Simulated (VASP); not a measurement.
# Pt (P-1) in VASP: single point with PBE

Aim: the single point of Pt with PBE.

Everything below comes from runs of VASP 6.6.1. Logs are shortened: lines on timing, memory, paths and dates and some standing lists are left out, and cuts for length are marked.

## Step 1: The cell of the first run

The typed cell holds 2 atoms: a = 2.739 Å, b = 2.739 Å, c = 4.473 Å, α = 90.00°, β = 90.00°, γ = 109.47°.

## Step 2: Single point, PBE (atom 2 moved 0.15 Å)

INCAR reads:

```
SYSTEM = Pt
ALGO = Fast ; EDIFF = 1E-6
ENCUT = 520 ; GGA = PE
ISIF = 2 ; ISMEAR = 0
LASPH = .True. ; LCHARG = .True.
LELF = .True. ; LREAL = .False.
LVHAR = .True. ; LWAVE = .False.
NBANDS = 17 ; NELM = 60
PREC = Accurate ; SIGMA = 0.15
```

KPOINTS reads:

```
k-points
0
Gamma
  14 14 8
  0 0 0
```

POSCAR reads:

```
Pt
1.0
   -1.5814460448      1.5814460448      1.5814460448
    1.5814460448     -1.5814460448      1.5814460448
    3.1628920897      3.1628920897      0.0000000000
Pt
2
Direct
   -0.0226197854     -0.0229664364     -0.0046203619
    0.5226197854      0.5229664364      0.5046203619
```

Potentials or basis: VASP PAW PBE potentials, release 64 (Pt).

On the command line:

```bash
cat potpaw_PBE.64/Pt/POTCAR > POTCAR
mpirun -np 1 vasp_std > vasp.out
```

OUTCAR:

```text
SYSTEM = Pt
   EDIFF = 1E-6
   ENCUT = 520
   GGA = PE
   ISIF = 2
   ISMEAR = 0
   LASPH = .True.
   LREAL = .False.
   NELM = 60
   PREC = Accurate

 ion  position               nearest neighbor table
   1  0.977  0.977  0.995-   2 2.62   2 2.69   2 2.79   2 2.86   2 3.14   2 3.14   2 3.19   2 3.20

   2  0.523  0.523  0.505-   1 2.62   1 2.69   1 2.79   1 2.86   1 3.14   1 3.14   1 3.19   1 3.20

  LATTYP: Found a base centered orthorhombic cell.
 ALAT       =     3.1628920896
 B/A-ratio  =     1.4142135624
 C/A-ratio  =     1.4142135624

  Lattice vectors:

 A1 = (  -1.5814460448,   1.5814460448,   1.5814460448)
 A2 = (   1.5814460448,  -1.5814460448,   1.5814460448)
 A3 = (   3.1628920897,   3.1628920897,   0.0000000000)

Analysis of symmetry for initial positions (statically):
=====================================================================
 Subroutine PRICEL returns:
 Original cell was already a primitive cell.

 Routine SETGRP: Setting up the symmetry group for a
 base centered orthorhombic supercell.

 Subroutine GETGRP returns: Found  2 space group operations
 (whereof  1 operations were pure point group operations)
 out of a pool of  8 trial point group operations.

The static configuration has the point symmetry C_1 .
 The point group associated with its full space group is S_2 .

Analysis of symmetry for dynamics (positions and initial velocities):
=====================================================================
 Subroutine PRICEL returns:
 Original cell was already a primitive cell.

 Routine SETGRP: Setting up the symmetry group for a
 base centered orthorhombic supercell.

 Subroutine GETGRP returns: Found  2 space group operations
 (whereof  1 operations were pure point group operations)
 out of a pool of  8 trial point group operations.

The dynamic configuration has the point symmetry C_1 .
 The point group associated with its full space group is S_2 .

 Subroutine INISYM returns: Found  2 space group operations
 (whereof  1 operations are pure point group operations),
 and found     1 'primitive' translations

----------------------------------------------------------------------------------------

                                     Primitive cell

  volume of cell :      31.6412

  direct lattice vectors                    reciprocal lattice vectors
    -1.581446045  1.581446045  1.581446045    -0.158083168  0.158083168  0.316166335
     1.581446045 -1.581446045  1.581446045     0.158083168 -0.158083168  0.316166335
     3.162892090  3.162892090  0.000000000     0.158083167  0.158083167  0.000000000

  length of vectors
     2.739144899  2.739144899  4.473004890     0.387223097  0.387223097  0.223563359

  position of ions in fractional coordinates (direct lattice)
     0.977380215  0.977033564  0.995379638
     0.522619785  0.522966436  0.504620362

  ion indices of the primitive-cell ions
   primitive index   ion index
                 1           1
                 2           2

----------------------------------------------------------------------------------------

 KPOINTS: k-points

Automatic generation of k-mesh.
 Grid dimensions read from file:
 generate k-points for:   14   14    8

 Generating k-lattice:

  Cartesian coordinates                     Fractional coordinates (reciprocal lattice)
    -0.011291655  0.011291655  0.022583310     0.071428571  0.000000000  0.000000000
     0.011291655 -0.011291655  0.022583310     0.000000000  0.071428571  0.000000000
     0.019760396  0.019760396  0.000000000     0.000000000  0.000000000  0.125000000

  Length of vectors
     0.027658793  0.027658793  0.027945420

  Shift w.r.t. Gamma in fractional coordinates (k-lattice)
     0.000000000  0.000000000  0.000000000

 Subroutine IBZKPT returns following result:
 ===========================================

 Found    788 irreducible k-points:

 Following reciprocal coordinates:
            Coordinates               Weight
  0.000000  0.000000  0.000000      1.000000
  0.071429  0.000000  0.000000      2.000000
  0.000000  0.071429  0.000000      2.000000
  0.142857  0.000000  0.000000      2.000000
  0.000000  0.142857  0.000000      2.000000
  0.214286  0.000000  0.000000      2.000000
[... 16 lines left out ...]
  0.357143  0.071429  0.000000      2.000000
  0.071429  0.357143  0.000000      2.000000
 [... further k-points ...]
   k-points           NKPTS =    788   k-points in BZ     NKDIM =    788   number of bands    NBANDS=     17
   number of dos      NEDOS =    301   number of ions     NIONS =      2
   total plane-waves  NPLWV =  14400
   dimension x,y,z NGX =    20 NGY =   20 NGZ =   36
   dimension x,y,z NGXF=    40 NGYF=   40 NGZF=   72
   ions per type =               2
   NGX,Y,Z   is equivalent  to a cutoff of  12.14, 12.14, 13.38 a.u.
   NGXF,Y,Z  is equivalent  to a cutoff of  24.28, 24.28, 26.76 a.u.
 SYSTEM =  Pt
   PREC   = accura    normal or accurate (medium, high low for compatibility)
   ISTART =      0    job   : 0-new  1-cont  2-samecut
   ICHARG =      2    charge: 1-file 2-atom 10-const
   ISPIN  =      1    spin polarized calculation?
   LNONCOLLINEAR =      F non collinear calculations
   LSORBIT =      F    spin-orbit coupling
   LASPH  =      T    aspherical Exc in radial PAW
   ENCUT  =  520.0 eV  38.22 Ry    6.18 a.u.   5.09  5.09  8.32*2*pi/ulx,y,z
   NELM   =     60;   NELMIN=  2; NELMDL= -5     # of ELM steps
   EDIFF  = 0.1E-05   stopping-criterion for ELM
   LREAL  =      F    real-space projection
   EDIFFG = 0.1E-04   stopping-criterion for IOM
   NSW    =      0    number of steps for IOM
   IBRION =     -1    ionic relax: 0-MD 1-quasi-New 2-CG
   NFREE  =      0    steps in history (QN), initial steepest desc. (CG)
   ISIF   =      2    stress and relaxation
   ISYM   =      2    0-nonsym 1-usesym 2-fastsym
   POTIM  = 0.5000    time-step for ionic-motion
   TEBEG  =    0.0;   TEEND  =   0.0 temperature during run
   PSTRESS=    0.0 pullay stress
   NELECT =      20.0000    total number of electrons
   NUPDOWN=      -1.0000    fix difference up-down
   EMIN   =  10.00;   EMAX   =-10.00  energy-range for DOS
   EFERMI =   0.00;   METHOD = LEGACY
   ISMEAR =     0;   SIGMA  =   0.15  broadening in eV -4-tet -1-fermi 0-gaus
   EFERMI_NEDOS =   21; number of points for ismear=-14 and -15
   IALGO  =     68    algorithm
   IMIX   =      4    mixing-type and parameters
     AMIX     =   0.40;   BMIX     =  1.00
     AMIX_MAG =   1.60;   BMIX_MAG =  1.00
  volume/ion in A,a.u.               =      15.82       106.76
  Fermi-wavevector in a.u.,A,eV,Ry     =   1.404970  2.655009 26.857102  1.973941
  Thomas-Fermi vector in A             =   2.527478
   LORBIT       =      0    0 simple, 1 ext, 2 COOP (PROOUT), +10 PAW based schemes
   GGA     = PE    functional components
   LHFCALC =     F    Hartree Fock is set to
   AEXX    =    0.0000 exact exchange contribution
   IVDW    =     0    specifies the selected vdW correction
   LEPSILON=     F    determine dielectric tensor
   LRPA    =     F    only Hartree local field effects (RPA)
 non-spin polarized calculation
 RMM-DIIS sequential band-by-band and
 Gauss-broadening in eV      SIGMA  =   0.15
  energy-cutoff  :      520.00
  volume of cell :       31.64
 maximum number of plane-waves:       872
   NGX = 11   NGY = 11   NGZ = 17

 number of electron      19.9999997 magnetization

 Free energy of the ion-electron system (eV)
  ---------------------------------------------------
  ext. energy  EPLUGINS =         0.00000000
  ---------------------------------------------------
  free energy    TOTEN  =       -11.95987584 eV

  energy without entropy =      -11.93473433  energy(sigma->0) =      -11.94730509

 E-fermi :  10.1633     XC(G=0): -13.1924

 val. band max:       10.1614238557   @ k =   0.5000   0.2857   0.5000
 cond. band min:      10.1696655167   @ k =   0.5000   0.0000   0.3750
 fundamental gap:      0.0082416611
 Fermi energy:        10.1633158314

 k-point     1 :       0.0000    0.0000    0.0000
  band No.  band energies     occupation
      1       0.6946      2.00000
      2       3.6428      2.00000
      3       5.3124      2.00000
      4       6.6308      2.00000
      5       6.6838      2.00000
      6       6.7446      2.00000
[... 9 lines left out ...]
     16      27.2280      0.00000
     17      27.4165      0.00000

 k-point     2 :       0.0714    0.0000    0.0000
  band No.  band energies     occupation
      1       0.8500      2.00000
      2       3.7747      2.00000
      3       5.3529      2.00000
      4       6.6085      2.00000
      5       6.7098      2.00000
      6       6.8045      2.00000
[... 9 lines left out ...]
     16      27.4211      0.00000
     17      27.5337      0.00000

 k-point     3 :       0.0000    0.0714    0.0000
  band No.  band energies     occupation
      1       0.8500      2.00000
      2       3.7746      2.00000
      3       5.3529      2.00000
      4       6.6098      2.00000
      5       6.7095      2.00000
      6       6.8035      2.00000
[... 9 lines left out ...]
     16      27.4107      0.00000
     17      27.4776      0.00000

 k-point     4 :       0.1429    0.0000    0.0000
  band No.  band energies     occupation
      1       1.3012      2.00000
      2       4.1319      2.00000
      3       5.4654      2.00000
      4       6.4873      2.00000
      5       6.6362      2.00000
      6       7.1867      2.00000
[... 9 lines left out ...]
     16      27.4923      0.00000
     17      27.7839      0.00000
[... 343 lines left out ...]
      1       3.2647      2.00000
      2       4.9182      2.00000
      3       6.1325      2.00000
      4       6.3443      2.00000
      5       6.4117      2.00000
      6       6.5642      2.00000
[... 9 lines left out ...]
     16      24.8611      0.00000
     17      26.3957      0.00000

 k-point    23 :       0.3571    0.0714    0.0000
  band No.  band energies     occupation
      1       4.0256      2.00000
      2       4.9148      2.00000
      3       5.9124      2.00000
      4       6.2150      2.00000
      5       6.3874      2.00000
      6       6.6664      2.00000
[... 9 lines left out ...]
     16      24.3667      0.00000
     17      25.0901      0.00000

 k-point    24 :       0.0714    0.3571    0.0000
  band No.  band energies     occupation
      1       4.0248      2.00000
      2       4.9147      2.00000
      3       5.9077      2.00000
      4       6.2206      2.00000
      5       6.3897      2.00000
      6       6.6652      2.00000
[... 9 lines left out ...]
     16      24.3706      0.00000
     17      25.0927      0.00000

 [... further k-points ...]
[... 5 lines left out ...]
  --------------------------------------------------------------------------------------
  -------------------------------------------------------------------------------------
  Total        0.2809020      0.2816135      0.0347324      0.1719064      0.1932645      0.1916953
  in kB       14.2236909     14.2597182      1.7587029      8.7046156      9.7860960      9.7066400
  external PRESSURE =      10.0807040 kB  Pullay stress =       0.0000000 kB

 VOLUME and BASIS-vectors are now :
 -----------------------------------------------------------------------------
  energy-cutoff  :      520.00
  volume of cell :       31.64
      direct lattice vectors                 reciprocal lattice vectors
    -1.581446045  1.581446045  1.581446045    -0.158083168  0.158083168  0.316166335
     1.581446045 -1.581446045  1.581446045     0.158083168 -0.158083168  0.316166335
     3.162892090  3.162892090  0.000000000     0.158083167  0.158083167  0.000000000

 POSITION                                       TOTAL-FORCE (eV/Angst)
 -----------------------------------------------------------------------------------
      3.14773      3.14883      3.09080         0.330940      0.332109      0.616633
      1.59661      1.59551      1.65354        -0.330940     -0.332109     -0.616633
 -----------------------------------------------------------------------------------
    total drift:                                0.000000     -0.000000     -0.000000

  FREE ENERGIE OF THE ION-ELECTRON SYSTEM (eV)
  ---------------------------------------------------
  free  energy   TOTEN  =       -11.9598758445 eV

  energy  without entropy=      -11.9347343313  energy(sigma->0) =      -11.94730509
```

Run time: 1.9 min. Hardware: 1 thread of Intel Xeon 6975P-C (Granite Rapids), shared host; peak memory 0.43 GiB.

Results:

- Free energy: -11.9599 eV
- Pressure: 1.0 GPa
- Largest force: 0.775 eV/Å
- Band gap on the k mesh: zero (band 10 reaches 11.20 eV, above the bottom of band 11 at 9.30 eV)

Forces in eV/Å, atoms in the order of the input:
```
Pt   0.331  0.332  0.617
Pt  -0.331 -0.332 -0.617
```

Caveat: the cell differs from its parent crystal (atom 2 moved 0.15 Å); spin-orbit coupling is left out, which moves the levels of the heavy elements.
